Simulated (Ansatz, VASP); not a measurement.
## C in VASP and in Ansatz

File INCAR:

```
SYSTEM = C
PREC = Accurate ; ENCUT = 1300
EDIFF = 1E-6 ; ISMEAR = 0
SIGMA = 0.05 ; LREAL = .False.
LASPH = .True. ; NELM = 120
ALGO = Normal ; ISIF = 2
LWAVE = .False. ; LCHARG = .False.
NBANDS = 26 ; GGA_COMPAT = .False.
```

File KPOINTS:

```
Automatic mesh
0
Gamma
  12 12 4
  0 0 0
```

File POSCAR:

```
C
1.0
    2.4896249417      0.0000000000      0.0000000000
   -1.2448124708      2.1560784454      0.0000000000
    0.0000000000      0.0000000000      8.2142660865
C
8
Direct
   -0.0343425223      0.0000000000      0.0929365318
    0.0343425223      0.0000000000      0.5929365318
    0.0343425223      0.0000000000      0.4070634682
   -0.0343425223      0.0000000000      0.9070634682
    0.3048794745      0.6666666667      0.1555443640
    0.6951205255      0.3333333333      0.6555443640
    0.3617871922      0.6666666667      0.3444556360
    0.6382128078      0.3333333333      0.8444556360
```

Input for Ansatz:

```yaml
crystal:
  lattice:
    - [2.4896249417, 0.0, 0.0]
    - [-1.2448124708, 2.1560784454, 0.0]
    - [0.0, 0.0, 8.2142660865]
  atoms:
    - { symbol: C, position: [-0.0343425223, 0.0, 0.0929365318] }
    - { symbol: C, position: [0.0343425223, 0.0, 0.5929365318] }
    - { symbol: C, position: [0.0343425223, 0.0, 0.4070634682] }
    - { symbol: C, position: [-0.0343425223, 0.0, 0.9070634682] }
    - { symbol: C, position: [0.3048794745, 0.6666666667, 0.155544364] }
    - { symbol: C, position: [0.6951205255, 0.3333333333, 0.655544364] }
    - { symbol: C, position: [0.3617871922, 0.6666666667, 0.344455636] }
    - { symbol: C, position: [0.6382128078, 0.3333333333, 0.844455636] }
basis:
  ecutwfc: 520.0
kpoints:
  mp_grid: { grid: [12, 12, 4] }
hamiltonian:
  xc: lda
  pseudopotentials: { kind: paw, azcp: { folder: soft_1 } }
scf:
  occupations: { method: gaussian, width: 0.05 }
output:
  forces: true
  stress: true
  eigenvalues: true
  write_density: true
  write_potential: true
  elf: true
  volumetric_format: npy
```

Change from the starting cell: mode 4 frozen in at -0.086 Å and mode 5 at +0.000 Å (largest displacements).

Alike in both runs: task single point; functional LDA; k mesh 12 × 12 × 4; occupations gaussian, width 0.05 eV; no spin polarisation.

|  | VASP | Ansatz |
| --- | --- | --- |
| version | VASP 6.6.1 | Ansatz 0.2.0 |
| potentials or method | VASP PAW LDA potentials, release 64 (C_h), cutoff 1300 eV | scalar-relativistic, plane waves, PAW |
| valence electrons in the cell | 32 | 32 |

```tsv
	VASP	Ansatz	Ansatz less VASP
gap on the k mesh at the Fermi level (eV)	4.60	4.61	+0.010
least direct gap on the mesh (eV)	5.34	5.34	+0.001
pressure (GPa)	1.1	0.0	-1.02
traceless stress, the component that is largest in VASP (GPa)	-0.60	-0.60	-0.003
rms of the force components (eV/Å)	0.311	0.312	+0.0005
```

Ansatz warns that its potentials were made for another functional, while VASP's fit it. LDA's correlation is that of Perdew and Zunger in VASP and of Perdew and Wang (1992) in Ansatz. Atom by atom the forces differ by 0.002 eV/Å (rms over components).
